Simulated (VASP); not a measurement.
Here is a VASP 6.6.1 calculation.

INCAR

```
PREC = Accurate
ENCUT = 520
EDIFF = 1E-6
ISMEAR = 0
SIGMA = 0.1
LREAL = False
LASPH = True
NELM = 150
ALGO = Normal
ISIF = 2
LWAVE = False
LCHARG = True
ISPIN = 2
MAGMOM = 0 0 0 0.28 0 0 0 0
LORBIT = 11
LMAXMIX = 4
GGA = PE
LELF = True
LVHAR = True
NBANDS = 46
```

Contents of KPOINTS:

```
regular mesh
0
Gamma
  8 8 8
```

The input POSCAR:

```
Ta3CrN4
1.0
    4.9340785448      0.0000000000      0.0000000000
    0.0000000000      4.9340785448      0.0000000000
    0.0000000000      0.0000000000      4.9340785448
Ta Cr N
3 1 4
Direct
    0.5000000000      0.0000000000      0.0000000000
    0.0000000000      0.5000000000      0.0000000000
    0.0000000000      0.0000000000      0.5000000000
    0.0000000000      0.0000000000      0.0000000000
    0.2337688778      0.2337688778      0.2337688778
    0.2337688778      0.7662311222      0.7662311222
    0.7662311222      0.7662311222      0.2337688778
    0.7662311222      0.2337688778      0.7662311222
```

Potentials or basis: VASP PAW PBE potentials, release 64 (Ta_pv, Cr_pv, N).

Run with:

```console
$ cat potpaw_PBE.64/Ta_pv/POTCAR potpaw_PBE.64/Cr_pv/POTCAR potpaw_PBE.64/N/POTCAR > POTCAR
$ mpirun -np 1 vasp_std > vasp.out
```

Task: Predict the net moment.

Result: 0.00 μB per cell.

Task: Estimate the pressure.

Result: 0.5 GPa.

Task: What does it give for the largest force?

Result: 0.049 eV/Å.

Forces on the atoms (eV/Å):
```
Ta   0.000  0.000  0.000
Ta   0.000  0.000  0.000
Ta   0.000  0.000  0.000
Cr   0.000  0.000  0.000
N    0.028  0.028  0.028
N    0.028 -0.028 -0.028
N   -0.028 -0.028  0.028
N   -0.028  0.028 -0.028
```
